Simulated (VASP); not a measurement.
# Al3Ga2P5 (I-4m2) in VASP: single point with PBE

Aim: the single point of Al3Ga2P5 with PBE.

Program: VASP 6.6.1. These are calculated values, not measurements. Logs are shortened: lines on timing, memory, paths and dates and some standing lists are left out, and cuts for length are marked.

## 1. The cell of the first run

The structure is tetragonal, space group I-4m2 (No. 119). Conventional cell: a = 3.894 Å, b = 3.894 Å, c = 27.532 Å, α = 90.00°, β = 90.00°, γ = 90.00°. Within 3.1 Å of Al (site symmetry 2mm) lie 4 P at 2.38 Å. Within 3.2 Å of Al (site symmetry -4m2) lie 4 P at 2.38 Å. Within 3.1 Å of Ga (site symmetry 2mm) lie 4 P at 2.38 to 2.39 Å. P (site symmetry 2mm) has 4 Al at 2.38 Å within 3.1 Å. P (site symmetry 2mm) has 2 Al at 2.38 Å and 2 Ga at 2.39 Å within 3.1 Å. P (site symmetry -4m2) has 4 Ga at 2.38 Å within 3.1 Å.

## 2. Single point, PBE

The input, INCAR:

```
SYSTEM = Al3Ga2P5
PREC = Accurate
ENCUT = 520
EDIFF = 1E-7
ISMEAR = 0
SIGMA = 0.1
LREAL = .False.
LASPH = .True.
NELM = 100
ALGO = Normal
ISIF = 2
LWAVE = .False.
LCHARG = .False.
GGA = PE
NBANDS = 41
```

The input, KPOINTS:

```
Automatic mesh
0
Gamma
  6 6 6
  0 0 0
```

The input, POSCAR:

```
Al3Ga2P5
1.0
   -1.9470742000      1.9470742000     13.7661315000
    1.9470742000     -1.9470742000     13.7661315000
    1.9470742000      1.9470742000    -13.7661315000
Al Ga P
3 2 5
Direct
    0.8999890000      0.8999890000      0.0000000000
    0.5000000000      0.5000000000      0.0000000000
    0.1000110000      0.1000110000      0.0000000000
    0.7000140000      0.7000140000      0.0000000000
    0.2999860000      0.2999860000      0.0000000000
    0.4499810000      0.9499810000      0.5000000000
    0.0500190000      0.5500190000      0.5000000000
    0.6498030000      0.1498030000      0.5000000000
    0.2500000000      0.7500000000      0.5000000000
    0.8501970000      0.3501970000      0.5000000000
```

Potentials or basis: VASP PAW PBE potentials, release 64 (Al, Ga_d, P).

On the command line:

```
> cat potpaw_PBE.64/Al/POTCAR potpaw_PBE.64/Ga_d/POTCAR potpaw_PBE.64/P/POTCAR > POTCAR
> mpirun -np 1 vasp_std > vasp.out
```

OUTCAR:

```text
SYSTEM = Al3Ga2P5
   PREC = Accurate
   ENCUT = 520
   EDIFF = 1E-7
   ISMEAR = 0
   LREAL = .False.
   LASPH = .True.
   NELM = 100
   ISIF = 2
   GGA = PE

 ion  position               nearest neighbor table
   1  0.900  0.900  0.000-  10 2.38  10 2.38   6 2.38   6 2.38
   2  0.500  0.500  0.000-   7 2.38   6 2.38   7 2.38   6 2.38
   3  0.100  0.100  0.000-   8 2.38   8 2.38   7 2.38   7 2.38
   4  0.700  0.700  0.000-   9 2.38   9 2.38   8 2.39   8 2.39
   5  0.300  0.300  0.000-   9 2.38   9 2.38  10 2.39  10 2.39
   6  0.450  0.950  0.500-   1 2.38   1 2.38   2 2.38   2 2.38
   7  0.050  0.550  0.500-   3 2.38   3 2.38   2 2.38   2 2.38
   8  0.650  0.150  0.500-   3 2.38   3 2.38   4 2.39   4 2.39
   9  0.250  0.750  0.500-   5 2.38   4 2.38   5 2.38   4 2.38
  10  0.850  0.350  0.500-   1 2.38   1 2.38   5 2.39   5 2.39

  LATTYP: Found a body centered tetragonal cell.
 ALAT       =     3.8941484000
 C/A-ratio  =     7.0701627601

  Lattice vectors:

 A1 = (  -1.9470742000,   1.9470742000,  13.7661315000)
 A2 = (   1.9470742000,  -1.9470742000,  13.7661315000)
 A3 = (   1.9470742000,   1.9470742000, -13.7661315000)

Analysis of symmetry for initial positions (statically):
=====================================================================
 Subroutine PRICEL returns:
 Original cell was already a primitive cell.

 Routine SETGRP: Setting up the symmetry group for a
 body centered tetragonal supercell.

 Subroutine GETGRP returns: Found  8 space group operations
 (whereof  8 operations were pure point group operations)
 out of a pool of 16 trial point group operations.

The static configuration has the point symmetry D_2d.

Analysis of symmetry for dynamics (positions and initial velocities):
=====================================================================
 Subroutine PRICEL returns:
 Original cell was already a primitive cell.

 Routine SETGRP: Setting up the symmetry group for a
 body centered tetragonal supercell.

 Subroutine GETGRP returns: Found  8 space group operations
 (whereof  8 operations were pure point group operations)
 out of a pool of 16 trial point group operations.

The dynamic configuration has the point symmetry D_2d.

 Subroutine INISYM returns: Found  8 space group operations
 (whereof  8 operations are pure point group operations),
 and found     1 'primitive' translations

----------------------------------------------------------------------------------------

                                     Primitive cell

  volume of cell :     208.7550

  direct lattice vectors                    reciprocal lattice vectors
    -1.947074200  1.947074200 13.766131500     0.000000000  0.256795555  0.036321025
     1.947074200 -1.947074200 13.766131500     0.256795555  0.000000000  0.036321025
     1.947074200  1.947074200-13.766131500     0.256795555  0.256795555  0.000000000

  length of vectors
    14.038823753 14.038823753 14.038823753     0.259351449  0.259351449  0.363163757

  position of ions in fractional coordinates (direct lattice)
     0.899989000  0.899989000  0.000000000
     0.500000000  0.500000000  0.000000000
     0.100011000  0.100011000  0.000000000
     0.700014000  0.700014000  0.000000000
     0.299986000  0.299986000  0.000000000
     0.449981000  0.949981000  0.500000000
     0.050019000  0.550019000  0.500000000
     0.649803000  0.149803000  0.500000000
     0.250000000  0.750000000  0.500000000
     0.850197000  0.350197000  0.500000000

  ion indices of the primitive-cell ions
   primitive index   ion index
                 1           1
                 2           2
                 3           3
                 4           4
                 5           5
                 6           6
                 7           7
                 8           8
                 9           9
                10          10

----------------------------------------------------------------------------------------

 KPOINTS: Automatic mesh

Automatic generation of k-mesh.
 Grid dimensions read from file:
 generate k-points for:    6    6    6

 Generating k-lattice:

  Cartesian coordinates                     Fractional coordinates (reciprocal lattice)
     0.000000000  0.042799259  0.006053504     0.166666667  0.000000000  0.000000000
     0.042799259  0.000000000  0.006053504     0.000000000  0.166666667  0.000000000
     0.042799259  0.042799259  0.000000000     0.000000000  0.000000000  0.166666667

  Length of vectors
     0.043225241  0.043225241  0.060527293

  Shift w.r.t. Gamma in fractional coordinates (k-lattice)
     0.000000000  0.000000000  0.000000000

 Subroutine IBZKPT returns following result:
 ===========================================

 Found     30 irreducible k-points:

 Following reciprocal coordinates:
            Coordinates               Weight
  0.000000  0.000000  0.000000      1.000000
  0.166667 -0.000000  0.000000      8.000000
  0.333333 -0.000000  0.000000      8.000000
  0.500000 -0.000000  0.000000      4.000000
  0.166667  0.166667  0.000000      8.000000
  0.333333  0.166667  0.000000     16.000000
[... 16 lines left out ...]
 -0.333333 -0.333333  0.166667      8.000000
 -0.166667 -0.333333  0.166667      8.000000
 [... further k-points ...]
   k-points           NKPTS =     30   k-points in BZ     NKDIM =     30   number of bands    NBANDS=     41
   number of dos      NEDOS =    301   number of ions     NIONS =     10
   total plane-waves  NPLWV = ******
   dimension x,y,z NGX =   108 NGY =  108 NGZ =  108
   dimension x,y,z NGXF=   216 NGYF=  216 NGZF=  216
   ions per type =               3   2   5
   NGX,Y,Z   is equivalent  to a cutoff of  12.79, 12.79, 12.79 a.u.
   NGXF,Y,Z  is equivalent  to a cutoff of  25.58, 25.58, 25.58 a.u.
 SYSTEM =  Al3Ga2P5
   PREC   = accura    normal or accurate (medium, high low for compatibility)
   ISTART =      0    job   : 0-new  1-cont  2-samecut
   ICHARG =      2    charge: 1-file 2-atom 10-const
   ISPIN  =      1    spin polarized calculation?
   LNONCOLLINEAR =      F non collinear calculations
   LSORBIT =      F    spin-orbit coupling
   LASPH  =      T    aspherical Exc in radial PAW
   ENCUT  =  520.0 eV  38.22 Ry    6.18 a.u.  26.10 26.10 26.10*2*pi/ulx,y,z
   NELM   =    100;   NELMIN=  2; NELMDL= -5     # of ELM steps
   EDIFF  = 0.1E-06   stopping-criterion for ELM
   LREAL  =      F    real-space projection
   EDIFFG = 0.1E-05   stopping-criterion for IOM
   NSW    =      0    number of steps for IOM
   IBRION =     -1    ionic relax: 0-MD 1-quasi-New 2-CG
   NFREE  =      0    steps in history (QN), initial steepest desc. (CG)
   ISIF   =      2    stress and relaxation
   ISYM   =      2    0-nonsym 1-usesym 2-fastsym
   POTIM  = 0.5000    time-step for ionic-motion
   TEBEG  =    0.0;   TEEND  =   0.0 temperature during run
   PSTRESS=    0.0 pullay stress
   NELECT =      60.0000    total number of electrons
   NUPDOWN=      -1.0000    fix difference up-down
   EMIN   =  10.00;   EMAX   =-10.00  energy-range for DOS
   EFERMI =   0.00;   METHOD = LEGACY
   ISMEAR =     0;   SIGMA  =   0.10  broadening in eV -4-tet -1-fermi 0-gaus
   EFERMI_NEDOS =   21; number of points for ismear=-14 and -15
   IALGO  =     38    algorithm
   IMIX   =      4    mixing-type and parameters
     AMIX     =   0.40;   BMIX     =  1.00
     AMIX_MAG =   1.60;   BMIX_MAG =  1.00
  volume/ion in A,a.u.               =      20.88       140.87
  Fermi-wavevector in a.u.,A,eV,Ry     =   1.080388  2.041637 15.881230  1.167237
  Thomas-Fermi vector in A             =   2.216377
   LORBIT       =      0    0 simple, 1 ext, 2 COOP (PROOUT), +10 PAW based schemes
   GGA     = PE    functional components
   LHFCALC =     F    Hartree Fock is set to
   AEXX    =    0.0000 exact exchange contribution
   IVDW    =     0    specifies the selected vdW correction
   LEPSILON=     F    determine dielectric tensor
   LRPA    =     F    only Hartree local field effects (RPA)
 non-spin polarized calculation
 Gauss-broadening in eV      SIGMA  =   0.10
  energy-cutoff  :      520.00
  volume of cell :      208.76
 maximum number of plane-waves:      5652
 NGX is ok and might be reduce to   108
   NGX = 53   NGY = 53   NGZ = 53

 number of electron      59.9999992 magnetization

 Free energy of the ion-electron system (eV)
  ---------------------------------------------------
  ext. energy  EPLUGINS =         0.00000000
  ---------------------------------------------------
  free energy    TOTEN  =       -49.35721507 eV

  energy without entropy =      -49.35721507  energy(sigma->0) =      -49.35721507

 E-fermi :   4.8213     XC(G=0):  -9.3424

 val. band max:        4.3656068441   @ k =   0.0000   0.0000   0.0000
 cond. band min:       5.9636794388   @ k =   0.5000   0.5000   0.5000
 fundamental gap:      1.5980725947
 Fermi energy:         4.8212804525

 k-point     1 :       0.0000    0.0000    0.0000
  band No.  band energies     occupation
      1      -9.9743      2.00000
      2      -9.9214      2.00000
      3      -9.8798      2.00000
      4      -9.8798      2.00000
      5      -9.8505      2.00000
      6      -9.8505      2.00000
[... 33 lines left out ...]
     40       8.6131      0.00000
     41       8.6338      0.00000

 k-point     2 :       0.1667   -0.0000    0.0000
  band No.  band energies     occupation
      1      -9.9689      2.00000
      2      -9.9172      2.00000
      3      -9.8901      2.00000
      4      -9.8778      2.00000
      5      -9.8579      2.00000
      6      -9.8526      2.00000
[... 957 lines left out ...]
     40       9.0124      0.00000
     41       9.5407      0.00000

 k-point    24 :      -0.1667   -0.3333    0.1667
  band No.  band energies     occupation
      1      -9.9689      2.00000
      2      -9.9172      2.00000
      3      -9.8901      2.00000
      4      -9.8778      2.00000
      5      -9.8579      2.00000
      6      -9.8526      2.00000
[... 33 lines left out ...]
     40       8.9242      0.00000
     41       9.0409      0.00000

 [... further k-points ...]

------------------------ aborting loop because EDIFF is reached ----------------------------------------

  FORCE on cell =-STRESS in cart. coord.  units (eV):
  Direction    XX          YY          ZZ          XY          YZ          ZX
  --------------------------------------------------------------------------------------
  -------------------------------------------------------------------------------------
  Total        0.0228831      0.0228831     -0.1609606      0.0000000      0.0000000      0.0000000
  in kB        0.1756260      0.1756260     -1.2353589      0.0000000      0.0000000      0.0000000
  external PRESSURE =      -0.2947023 kB  Pullay stress =       0.0000000 kB

 VOLUME and BASIS-vectors are now :
 -----------------------------------------------------------------------------
  energy-cutoff  :      520.00
  volume of cell :      208.76
      direct lattice vectors                 reciprocal lattice vectors
    -1.947074200  1.947074200 13.766131500     0.000000000  0.256795555  0.036321025
     1.947074200 -1.947074200 13.766131500     0.256795555  0.000000000  0.036321025
     1.947074200  1.947074200-13.766131500     0.256795555  0.256795555  0.000000000

 POSITION                                       TOTAL-FORCE (eV/Angst)
 -----------------------------------------------------------------------------------
      0.00000      0.00000     24.77873        -0.000000      0.000000     -0.000831
      0.00000      0.00000     13.76613        -0.000000      0.000000      0.000000
      0.00000      0.00000      2.75353        -0.000000      0.000000      0.000831
      0.00000      0.00000     19.27297        -0.000000      0.000000      0.000737
      0.00000      0.00000      8.25929        -0.000000      0.000000     -0.000737
      1.94707      0.00000     12.38900        -0.000000      0.000000      0.000360
      1.94707      0.00000      1.37714        -0.000000      0.000000     -0.000360
      0.00000      1.94707      4.12442         0.000000     -0.000000     -0.006503
      1.94707      0.00000      6.88307        -0.000000      0.000000      0.000000
      0.00000      1.94707      9.64172         0.000000     -0.000000      0.006503
 -----------------------------------------------------------------------------------
    total drift:                                0.000001     -0.000001      0.000000

  FREE ENERGIE OF THE ION-ELECTRON SYSTEM (eV)
  ---------------------------------------------------
  free  energy   TOTEN  =       -49.3572150716 eV

  energy  without entropy=      -49.3572150716  energy(sigma->0) =      -49.35721507
```

It took 55 min on 1 thread of Intel Xeon Platinum 8488C (Sapphire Rapids), shared host; peak memory 2 GiB.

Results:

| Item | Value |
| --- | --- |
| Free energy | -49.3572 eV |
| Pressure | 0.0 GPa |
| Largest force | 0.007 eV/Å |
| Band gap on the k mesh | 1.60 eV (least direct gap 1.63 eV) |

Forces on the atoms (eV/Å):
```
Al   0.000  0.000 -0.001
Al   0.000  0.000  0.000
Al   0.000  0.000  0.001
Ga   0.000  0.000  0.001
Ga   0.000  0.000 -0.001
P    0.000  0.000  0.000
P    0.000  0.000  0.000
P    0.000  0.000 -0.007
P    0.000  0.000  0.000
P    0.000  0.000  0.007
```

A k mesh can miss the band edges.
